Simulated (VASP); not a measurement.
# HfO2 in VASP: a series of runs, part 2 of 2

VASP 6.6.1. The steps go on from the part before.

### 3 Single point, PBE

This run uses another cell than the first one, of 84.17 Å³/atom, 1.707 times its volume.

Contents of INCAR:

```
SYSTEM = HfO2
PREC = Accurate
ENCUT = 520
EDIFF = 1E-6
ISMEAR = 0
SIGMA = 0.1
LREAL = .False.
LASPH = .True.
NELM = 60
ALGO = Normal
ISIF = 2
LWAVE = .False.
LCHARG = .True.
LDIPOL = .True.
IDIPOL = 3
DIPOL = 0.5 0.5 0.294
GGA = PE
LELF = .True.
LVHAR = .True.
LVACPOTAV = .True.
NBANDS = 18
```

Contents of KPOINTS:

```
Automatic mesh
0
Gamma
  6 6 1
  0 0 0
```

Contents of POSCAR:

```
HfO2
1.0
    3.1725475404      0.0000002889      0.0000000000
   -1.5862740204      2.7475066202      0.0000000000
    0.0000000000      0.0000000000     28.9688751600
Hf O
1 2
Direct
    0.0000000000      0.0000000000      0.2362647646
    0.0000000000      0.0000000000      0.3013020733
    0.0000000000      0.0000000000      0.3453372396
```

Potentials or basis: VASP PAW PBE potentials, release 64 (Hf_pv, O).

Run with:

```console
cat potpaw_PBE.64/Hf_pv/POTCAR potpaw_PBE.64/O/POTCAR > POTCAR
mpirun -np 1 vasp_std > vasp.out
```

OUTCAR:

```text
SYSTEM = HfO2
   PREC = Accurate
   ENCUT = 520
   EDIFF = 1E-6
   ISMEAR = 0
   LREAL = .False.
   LASPH = .True.
   NELM = 60
   ISIF = 2
   GGA = PE

 ion  position               nearest neighbor table
   1  0.000  0.000  0.236-   2 1.88
   2  0.000  0.000  0.301-   3 1.28   1 1.88
   3  0.000  0.000  0.345-   2 1.28

  LATTYP: Found a hexagonal cell.
 ALAT       =     3.1725475404
 C/A-ratio  =     9.1311082942

  Lattice vectors:

 A1 = (   3.1725475404,   0.0000002889,   0.0000000000)
 A2 = (  -1.5862740204,   2.7475066202,   0.0000000000)
 A3 = (   0.0000000000,   0.0000000000,  28.9688751600)

Analysis of symmetry for initial positions (statically):
=====================================================================
 Subroutine PRICEL returns:
 Original cell was already a primitive cell.

 Routine SETGRP: Setting up the symmetry group for a
 hexagonal supercell.

 Subroutine GETGRP returns: Found 12 space group operations
 (whereof 12 operations were pure point group operations)
 out of a pool of 24 trial point group operations.

The static configuration has the point symmetry C_6v.

Analysis of symmetry for dynamics (positions and initial velocities):
=====================================================================
 Subroutine PRICEL returns:
 Original cell was already a primitive cell.

 Routine SETGRP: Setting up the symmetry group for a
 hexagonal supercell.

 Subroutine GETGRP returns: Found 12 space group operations
 (whereof 12 operations were pure point group operations)
 out of a pool of 24 trial point group operations.

The dynamic configuration has the point symmetry C_6v.

 Subroutine INISYM returns: Found 12 space group operations
 (whereof 12 operations are pure point group operations),
 and found     1 'primitive' translations

----------------------------------------------------------------------------------------

                                     Primitive cell
[... 99 lines left out ...]
   LORBIT       =      0    0 simple, 1 ext, 2 COOP (PROOUT), +10 PAW based schemes
   GGA     = PE    functional components
   LHFCALC =     F    Hartree Fock is set to
   AEXX    =    0.0000 exact exchange contribution
   IVDW    =     0    specifies the selected vdW correction
   LEPSILON=     F    determine dielectric tensor
   LRPA    =     F    only Hartree local field effects (RPA)
 non-spin polarized calculation
 Gauss-broadening in eV      SIGMA  =   0.10
  energy-cutoff  :      520.00
  volume of cell :      252.51
 maximum number of plane-waves:      6844
 NGX is ok and might be reduce to    24
   NGX = 11   NGY = 11   NGZ =107

 dipolmoment           0.000000      0.000000     -0.000004 electrons x Angstroem

 number of electron      21.9999992 magnetization

 dipolmoment           0.000000      0.000000      0.178874 electrons x Angstroem

 Free energy of the ion-electron system (eV)
  ---------------------------------------------------
  ext. energy  EPLUGINS =         0.00000000
  ---------------------------------------------------
  free energy    TOTEN  =       -19.50502073 eV

  energy without entropy =      -19.46638632  energy(sigma->0) =      -19.48570353

 E-fermi :  -4.0976     XC(G=0):  -2.4197

 val. band max:       -4.1004046785   @ k =   0.3333   0.0000   0.0000
 cond. band min:      -4.0518268581   @ k =   0.1667   0.1667   0.0000
 fundamental gap:      0.0485778204
 Fermi energy:        -4.0975769890

 k-point     1 :       0.0000    0.0000    0.0000
  band No.  band energies     occupation
      1     -35.5383      2.00000
      2     -34.6639      2.00000
      3     -34.6639      2.00000
      4     -29.0572      2.00000
      5     -19.1098      2.00000
      6     -11.7971      2.00000
[... 124 lines left out ...]
      5     -18.8315      2.00000
      6     -11.4549      2.00000
[... 10 lines left out ...]
     17       4.1413      0.00000
     18       4.1413      0.00000

------------------------ aborting loop because EDIFF is reached ----------------------------------------

  FORCE on cell =-STRESS in cart. coord.  units (eV):
  Direction    XX          YY          ZZ          XY          YZ          ZX
  --------------------------------------------------------------------------------------
  -------------------------------------------------------------------------------------
  Total       -0.1466370     -0.1466370      0.3828693      0.0000000      0.0000000      0.0000000
  in kB       -0.9304127     -0.9304127      2.4293077      0.0000000      0.0000000      0.0000000
  external PRESSURE =       0.1894941 kB  Pullay stress =       0.0000000 kB

 VOLUME and BASIS-vectors are now :
 -----------------------------------------------------------------------------
  energy-cutoff  :      520.00
  volume of cell :      252.51
      direct lattice vectors                 reciprocal lattice vectors
     3.172547540  0.000000289  0.000000000     0.315204086  0.181983202  0.000000000
    -1.586274020  2.747506620  0.000000000    -0.000000033  0.363966347  0.000000000
     0.000000000  0.000000000 28.968875160     0.000000000  0.000000000  0.034519808

 POSITION                                       TOTAL-FORCE (eV/Angst)
 -----------------------------------------------------------------------------------
      0.00000      0.00000      6.84432        -0.000000      0.000000      0.152422
      0.00000      0.00000      8.72838        -0.000000     -0.000000     -0.717440
      0.00000      0.00000     10.00403         0.000000      0.000000      0.565019
 -----------------------------------------------------------------------------------
    total drift:                                0.000000      0.000000      0.000450

  FREE ENERGIE OF THE ION-ELECTRON SYSTEM (eV)
  ---------------------------------------------------
  free  energy   TOTEN  =       -19.5050207324 eV

  energy  without entropy=      -19.4663863219  energy(sigma->0) =      -19.48570353

 vacuum level on the upper side and lower side of the slab         3.310        -0.403
```

OSZICAR:

```text
N       E                     dE             d eps       ncg     rms          rms(c)
DAV:   1     0.128261391888E+03    0.12826E+03   -0.99385E+03   308   0.899E+02
DAV:   2    -0.607150280631E+00   -0.12887E+03   -0.12598E+03   332   0.194E+02
DAV:   3    -0.224936254980E+02   -0.21886E+02   -0.21476E+02   342   0.729E+01
[... 28 lines left out ...]
DAV:  32    -0.195049574704E+02   -0.35104E-04   -0.20354E-05   278   0.122E-02    0.205E-02
DAV:  33    -0.195049836393E+02   -0.26169E-04   -0.18335E-06   238   0.645E-03    0.323E-02
DAV:  34    -0.195050100343E+02   -0.26395E-04   -0.58803E-06   240   0.595E-03    0.554E-02
DAV:  35    -0.195050200740E+02   -0.10040E-04   -0.43730E-06   268   0.390E-03    0.254E-02
DAV:  36    -0.195050207324E+02   -0.65832E-06   -0.56117E-07   250   0.234E-03
   1 F= -.19505021E+02 E0= -.19485704E+02  d E =-.386344E-01
```

Wall time 1.7 min (1 thread of AMD EPYC 7R43 (Zen 3), shared host); peak memory 0.3 GiB.

Results:

```yaml
Free_energy: -19.5050 eV
Largest_force: 0.717 eV/Å
Band_gap_on_the_k_mesh: zero (band 11 reaches -3.97 eV, above the bottom of band 12 at -4.15 eV)
```

Forces on the atoms (eV/Å):
```
Hf   0.000  0.000  0.152
O    0.000  0.000 -0.717
O    0.000  0.000  0.565
```

Caveat: the k points lie up to 0.38 Å⁻¹ apart; spin-orbit coupling is left out, which moves the levels of the heavy elements.
